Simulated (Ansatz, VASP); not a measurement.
## Si in VASP and in Ansatz

Contents of POSCAR:

```
Si
1.0
    5.4442106826      0.0000000000      0.0000000000
    0.0000000000     -5.4442106826      0.0000000000
    0.0000000000      0.0000000000     -5.4442106826
Si
8
Direct
    0.4904556368      1.0095443632      1.0095443632
    0.0000000000      0.5000000000      1.0000000000
    0.0000000000      1.0000000000      0.5000000000
    0.5000000000      0.5000000000      0.5000000000
    0.7500000000      0.7500000000      0.7500000000
    0.2500000000      0.2500000000      0.7500000000
    0.2500000000      0.7500000000      0.2500000000
    0.7500000000      0.2500000000      0.2500000000
```

Contents of INCAR.step1:

```
PREC = Accurate ; ENCUT = 520
ISMEAR = 0 ; SIGMA = 0.05
LREAL = F ; LASPH = T
NELM = 80 ; NBANDS = 26
GGA = PE ; ALGO = Normal
EDIFF = 1E-4 ; LWAVE = T
LCHARG = F
```

INCAR.step2

```
PREC = Accurate ; ENCUT = 520
EDIFF = 1E-6 ; ISMEAR = 0
SIGMA = 0.05 ; LREAL = F
LASPH = T ; NELM = 80
ALGO = Normal ; ISIF = 2
LWAVE = F ; LCHARG = T
METAGGA = R2SCAN ; LMIXTAU = T
LELF = T ; LVHAR = T
NBANDS = 26 ; ISTART = 1
```

The input KPOINTS:

```
Automatic mesh
0
Gamma
  6 6 6
```

Input for Ansatz:

```yaml
crystal:
  lattice:
    - [5.4442106826, 0.0, 0.0]
    - [0.0, -5.4442106826, 0.0]
    - [0.0, 0.0, -5.4442106826]
  atoms:
    - { symbol: Si, position: [0.4904556368, 1.0095443632, 1.0095443632] }
    - { symbol: Si, position: [0.0, 0.5, 1.0] }
    - { symbol: Si, position: [0.0, 1.0, 0.5] }
    - { symbol: Si, position: [0.5, 0.5, 0.5] }
    - { symbol: Si, position: [0.75, 0.75, 0.75] }
    - { symbol: Si, position: [0.25, 0.25, 0.75] }
    - { symbol: Si, position: [0.25, 0.75, 0.25] }
    - { symbol: Si, position: [0.75, 0.25, 0.25] }
basis:
  ecutwfc: 500
kpoints:
  mp_grid: { grid: [6, 6, 6] }
hamiltonian:
  xc: r2scan
scf:
  occupations: { method: gaussian, width: 0.05 }
output:
  forces: true
  stress: true
  eigenvalues: true
  write_density: true
  write_potential: true
  elf: true
  volumetric_format: npy
```

Alike in both runs: task single point; functional r2SCAN; k mesh 6 × 6 × 6; occupations gaussian, width 0.05 eV; no spin polarisation.

|  | VASP | Ansatz |
| --- | --- | --- |
| version | VASP 6.6.1 | Ansatz 0.2.0 |
| potentials or method | VASP PAW PBE potentials, release 64 (Si), cutoff 520 eV | scalar-relativistic, plane waves, PAW |
| valence electrons in the cell | 32 | 32 |

VASP gave:

- gap on the k mesh at the Fermi level (eV): 0.64
- least direct gap on the mesh (eV): 0.67
- pressure (GPa): -0.2
- traceless stress, the component that is largest in VASP (GPa): -0.43
- rms of the force components (eV/Å): 0.281

Which values does Ansatz return?

gap on the k mesh at the Fermi level (eV): 0.63; least direct gap on the mesh (eV): 0.65; pressure (GPa): 0.1; traceless stress, the component that is largest in VASP (GPa): -0.44; rms of the force components (eV/Å): 0.281.

VASP's potentials were made for PBE, not for r2SCAN. Atom by atom the forces differ by 0.001 eV/Å (rms over components). With one functional, cell and mesh, what is left measures potentials, basis and numerics.
